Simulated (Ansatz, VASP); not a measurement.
## Mg5CdTe6: VASP beside Ansatz

INCAR

```
SYSTEM = Mg5CdTe6
  ALGO = Normal
  EDIFF = 1E-6
  EDIFFG = -0.04
  ENCUT = 600
  GGA = PE
  IBRION = 2
  ISIF = 3
  ISMEAR = 0
  LASPH = .True.
  LCHARG = .False.
  LREAL = .False.
  LWAVE = .False.
  NELM = 80
  NSW = 90
  PREC = Accurate
  SIGMA = 0.1
```

Contents of KPOINTS:

```
k-points
0
Gamma
  4 4 1
  0 0 0
```

Contents of POSCAR:

```
Mg5CdTe6
1.0
    4.2091681900      0.0000000000      0.0000000000
    0.0000000000      4.2091681900      0.0000000000
    0.0000000000      0.0000000000     17.8579882200
Mg Cd Te
5 1 6
Direct
    0.0000000000      0.0000000000      0.6666666700
    0.5000000000      0.5000000000      0.8333333300
    0.5000000000      0.5000000000      0.1666666700
    0.0000000000      0.0000000000      0.3333333300
    0.5000000000      0.5000000000      0.5000000000
    0.0000000000      0.0000000000      0.0000000000
    0.5000000000      0.0000000000      0.7500000000
    0.0000000000      0.5000000000      0.9166666700
    0.5000000000      0.0000000000      0.0833333300
    0.0000000000      0.5000000000      0.2500000000
    0.5000000000      0.0000000000      0.4166666700
    0.0000000000      0.5000000000      0.5833333300
```

Input for Ansatz:

```yaml
crystal:
  lattice:
    - [4.20916819, 0.0, 0.0]
    - [0.0, 4.20916819, 0.0]
    - [0.0, 0.0, 17.85798822]
  atoms:
    - { symbol: Mg, position: [0.0, 0.0, 0.66666667] }
    - { symbol: Mg, position: [0.5, 0.5, 0.83333333] }
    - { symbol: Mg, position: [0.5, 0.5, 0.16666667] }
    - { symbol: Mg, position: [0.0, 0.0, 0.33333333] }
    - { symbol: Mg, position: [0.5, 0.5, 0.5] }
    - { symbol: Cd, position: [0.0, 0.0, 0.0] }
    - { symbol: Te, position: [0.5, 0.0, 0.75] }
    - { symbol: Te, position: [0.0, 0.5, 0.91666667] }
    - { symbol: Te, position: [0.5, 0.0, 0.08333333] }
    - { symbol: Te, position: [0.0, 0.5, 0.25] }
    - { symbol: Te, position: [0.5, 0.0, 0.41666667] }
    - { symbol: Te, position: [0.0, 0.5, 0.58333333] }
basis:
  ecutwfc: 420
kpoints:
  mp_grid: { grid: [4, 4, 1] }
hamiltonian:
  xc: pbe
scf:
  occupations: { method: gaussian, width: 0.1 }
  lower_state_search: "off"
output:
  forces: true
  stress: true
  eigenvalues: true
relax:
  adjacent_minimum: "off"
  f_tol: 0.04
  max_steps: 70
  cell: { stress_tol: 0.4 }
```

Alike in both runs: task relaxation of cell and atoms; functional PBE; k mesh 4 × 4 × 1; occupations gaussian, width 0.1 eV; no spin polarisation.

|  | VASP | Ansatz |
| --- | --- | --- |
| version | VASP 6.6.1 | Ansatz 0.2.0 |
| potentials or method | VASP PAW PBE potentials, release 64 (Mg, Cd, Te), cutoff 600 eV | scalar-relativistic, plane waves, PAW |
| valence electrons in the cell | 58 | 166 |

```tsv
	VASP	Ansatz	Ansatz less VASP
gap on the k mesh at the Fermi level, each at its own relaxed structure (eV)	1.90	1.93	+0.024
relaxed volume (Å³/atom)	34.77	34.52	-0.257
relaxed cell length with the largest relative difference (Å)	4.636	4.607	-0.0294
```

VASP's potentials hold 58 valence electrons a cell and Ansatz's 166, so a difference there can come from the potentials and not from the codes.

Spin-orbit coupling is off throughout. Noted on VASP's run: the volume moved by over 15 % at a fixed basis, so the end points are rough.
